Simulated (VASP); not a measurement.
**Sn: single point with PBEsol**

The system is Sn.

```
CELL_PARAMETERS angstrom
3.31493 0.00000 0.00000
-1.65747 2.87082 0.00000
0.00000 0.00000 5.51285
ATOMIC_POSITIONS crystal
Sn 0.33333 0.66667 0.25000
Sn 0.66667 0.33333 0.75000
```

| Quantity | Value |
| --- | --- |
| Program | VASP 6.6.1 |
| Task | single point |
| Functional | PBEsol |
| Potentials or basis | VASP PAW PBE potentials, release 64 (Sn_d) |
| Cutoff | 520 eV |
| k mesh | 11 × 11 × 6 |
| Occupations | fermi-dirac, width 0.1 eV |
| Spin | no spin polarisation |
| Dipole correction | no |
| Further INCAR settings | ALGO = Normal; EDIFF = 1e-06; NBANDS = 21 |

| Item | Value |
| --- | --- |
| Pressure | 0.0 GPa |
| Band gap on the k mesh | zero (band 14 reaches 14.55 eV, above the bottom of band 15 at 6.29 eV) |

Levels at points of the mesh, in eV from the Fermi level:
| k point | band 12 | band 13 | band 14 | band 15 | band 16 | band 17 |
| --- | --- | --- | --- | --- | --- | --- |
| (0.00, 0.00, 0.00) | -7.05 | -4.87 | 6.14 | 6.14 | 7.75 | 7.91 |
| (0.00, 0.00, 0.50) | -10.12 | 0.77 | 0.77 | 7.05 | 7.05 | 7.05 |

Wall time 35 s on 1 thread of Intel(R) Xeon(R) Platinum 8375C CPU @ 2.90GHz (Ice Lake), on a shared host, peak memory 0.2 GiB.

Caveat: the PAW data sets were made with another functional, which shifts forces and pressure a little; spin-orbit coupling is left out, which moves the levels of the heavy elements.
